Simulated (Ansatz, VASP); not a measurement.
This is a calculation of ZnCu for VASP 6.6.1.

INCAR

```
  PREC = Accurate
  ENCUT = 820
  EDIFF = 1E-7
  ISMEAR = -1
  SIGMA = 0.05
  LREAL = F
  LASPH = T
  NELM = 120
  ALGO = Normal
  ISIF = 3
  LWAVE = F
  LCHARG = F
  GGA = B5
  ALDAX = 1.0
  AGGAX = 1.0
  AGGAC = 1.0
  ALDAC = 0.0
  IBRION = 2
  NSW = 60
  EDIFFG = -0.01
  GGA_COMPAT = F
  NELMIN = 4
```

The input KPOINTS:

```
regular mesh
0
Gamma
  9 9 9
```

File POSCAR:

```
ZnCu
1.0
    2.9450000000      0.0000000000      0.0000000000
    0.0000000000      2.9450000000      0.0000000000
    0.0000000000      0.0000000000      2.9450000000
Zn Cu
1 1
Direct
    0.5000000000      0.5000000000      0.5000000000
    0.0000000000      0.0000000000      0.0000000000
```

Potentials or basis: VASP PAW PBE potentials, release 64 (Zn, Cu_sv_GW).

The run is started by

```sh
$ cat potpaw_PBE.64/Zn/POTCAR potpaw_PBE.64/Cu_sv_GW/POTCAR > POTCAR
$ mpirun -np 1 vasp_std > vasp.out
```

Q: Translate it to Ansatz 0.2.0. Potentials there: Ansatz PAW.

A: As run (the cutoff follows the program's own potentials):

Contents of input.yaml:

```yaml
crystal:
  lattice:
    - [2.945, 0.0, 0.0]
    - [0.0, 2.945, 0.0]
    - [0.0, 0.0, 2.945]
  atoms:
    - { symbol: Zn, position: [0.5, 0.5, 0.5] }
    - { symbol: Cu, position: [0.0, 0.0, 0.0] }
hamiltonian:
  xc: blyp
  pseudopotentials: { kind: paw }
kpoints:
  mp_grid: { grid: [9, 9, 9] }
scf:
  occupations: { method: fermi_dirac, width: 0.05 }
output:
  forces: true
  stress: true
  eigenvalues: true
relax:
  f_tol: 0.01
  max_steps: 40
  cell: { stress_tol: 0.05 }
```

Potentials or basis: Ansatz PAW.

Launch:

```bash
$ ansatz run input.yaml --threads 2 --pin off --max-ram 5632MiB --backend cpu --events-out ev --progress --plain --runs-dir out
```

Both were run:

|  | VASP | Ansatz | Ansatz less VASP |
| --- | --- | --- | --- |
| gap on the k mesh at the Fermi level, each at its own relaxed structure (eV) | none | none | - |
| relaxed volume (Å³/atom) | 13.82 | 13.93 | +0.105 |
| relaxed length of the cell vector where the two differ most in proportion (Å) | 3.024 | 3.031 | +0.0076 |

VASP's potentials were made for PBE, not for BLYP. A gap of «none» marks a metal or a gap that the smearing closes.

Noted on Ansatz's run: the plane-wave basis is chosen anew once the cell has moved, so the energies of steps on either side of that aren't comparable.
